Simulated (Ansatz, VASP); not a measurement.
## Sc: VASP beside Ansatz

File INCAR:

```
PREC     = Accurate       # precision mode
ENCUT    = 520            # plane-wave cutoff, eV
EDIFF    = 1E-6           # SCF threshold, eV
ISMEAR   = 0              # smearing method
SIGMA    = 0.1            # smearing width, eV
LREAL    = False          # projectors in reciprocal space
LASPH    = True           # aspherical terms in the spheres
NELM     = 100            # most SCF steps
ALGO     = Normal         # electronic algorithm
ISIF     = 2              # what is computed and relaxed
LWAVE    = False          # write WAVECAR
LCHARG   = False          # write CHGCAR
GGA      = PS             # functional
NBANDS   = 30             # bands
```

KPOINTS

```
Automatic mesh
0
Gamma
  6 6 6
```

The input POSCAR:

```
Sc
1.0
   -3.0672864628      3.0672864628      2.6880797480
    3.0672864628     -3.0672864628      2.6880797480
    3.0672864628      3.0672864628     -2.6880797480
Sc
4
Direct
    0.1637300000      0.3362700000      0.5000000000
    0.6637300000      0.1637300000      0.8274610000
    0.3362700000      0.8362700000      0.1725390000
    0.8362700000      0.6637300000      0.5000000000
```

Input for Ansatz:

```yaml
crystal:
  lattice:
    - [-3.0672864627758423, 3.0672864627758423, 2.6880797480326772]
    - [3.0672864627758423, -3.0672864627758423, 2.6880797480326772]
    - [3.0672864627758423, 3.0672864627758423, -2.6880797480326772]
  atoms:
    - { symbol: Sc, position: [0.16373, 0.33627, 0.5] }
    - { symbol: Sc, position: [0.66373, 0.16373, 0.827461] }
    - { symbol: Sc, position: [0.33627, 0.83627, 0.172539] }
    - { symbol: Sc, position: [0.83627, 0.66373, 0.5] }
basis:
  ecutwfc: 500.0
kpoints:
  mp_grid:
    grid: [6, 6, 6]
hamiltonian:
  xc: pbesol
  pseudopotentials:
    kind: paw
scf:
  occupations:
    method: gaussian
    width: 0.1
output:
  stress: true
```

Alike in both runs: task single point; functional PBEsol; k mesh 6 × 6 × 6; occupations gaussian, width 0.1 eV; no spin polarisation.

```csv
,VASP,Ansatz
version,VASP 6.6.1,Ansatz 0.2.0
potentials or method,"VASP PAW PBE potentials, release 64 (Sc_sv), cutoff 520 eV","plane waves, PAW"
valence electrons in the cell,44,44
```

|  | VASP | Ansatz | Ansatz less VASP |
| --- | --- | --- | --- |
| pressure (GPa) | -1.1 | -1.0 | 0.00 |
| traceless stress, the component that is largest in VASP (GPa) | -0.17 | -0.17 | +0.005 |

VASP's potentials were made for PBE, not for PBEsol. Ansatz's warnings: structure snapped to symmetry.
